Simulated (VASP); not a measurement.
CdS:

```xyz
2
Lattice="0.0000 2.9392 2.9392 2.9392 0.0000 2.9392 2.9392 2.9392 0.0000" Properties=species:S:1:pos:R:3 pbc="T T T"
Cd    0.0000    0.0000    0.0000
S     1.4696    1.4696    1.4696
```

Base run:

- Program: VASP 6.6.1
- Functional: r2SCAN
- Potentials or basis: VASP PAW PBE potentials, release 64 (Cd, S)
- Cutoff: 550 eV
- k mesh: 8 × 8 × 8
- Occupations: gaussian, width 0.01 eV
- Spin: no spin polarisation

Its results: band gap on the k mesh 1.54 eV; pressure 0.3 GPa.

Q: The run is repeated on the same cell with these changes: functional from r2SCAN to PBE; cutoff from 550 eV to 500 eV. What comes out?

A: Band gap on the k mesh 1.10 eV; pressure 1.7 GPa.

Caveats: the PAW data sets were made with another functional, which shifts forces and pressure a little (at least some runs).

